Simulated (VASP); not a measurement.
W:

```
CELL_PARAMETERS angstrom
0.00000 2.05671 2.05671
2.05671 0.00000 2.05671
2.05671 2.05671 0.00000
ATOMIC_POSITIONS crystal
W 0.00000 0.00000 0.00000
```

This cell differs from its parent crystal: volume scaled by 1.04.

Base run:

```yaml
Program: VASP 6.6.1
Functional: PBE
Potentials_or_basis: VASP PAW PBE potentials, release 64 (W_sv)
Cutoff: 520 eV
k_mesh: 11 × 11 × 11
Occupations: fermi-dirac, width 0.05 eV
Spin: no spin polarisation
```

Its results: band gap on the k mesh zero (band 7 reaches 12.08 eV, above the bottom of band 8 at 9.22 eV); pressure -14.3 GPa.

Task: After a change of settings the same cell gave: band gap on the k mesh zero (band 7 reaches 11.89 eV, above the bottom of band 8 at 9.04 eV); pressure -17.9 GPa. Which change was it?
A. functional from PBE to r2SCAN
B. functional from PBE to LDA; potentials or basis from VASP PAW PBE potentials, release 64 (W_sv) to VASP PAW LDA potentials, release 64 (W_sv)
C. functional from PBE to PBEsol; further incar settings from ALGO = Normal; EDIFF = 1e-06; NBANDS = 13 to ALGO = Normal; EDIFF = 1e-07; NBANDS = 13

Result: A.

Caveats: spin-orbit coupling is left out, which moves the levels of the heavy elements; the PAW data sets were made with another functional, which shifts forces and pressure a little (some runs).
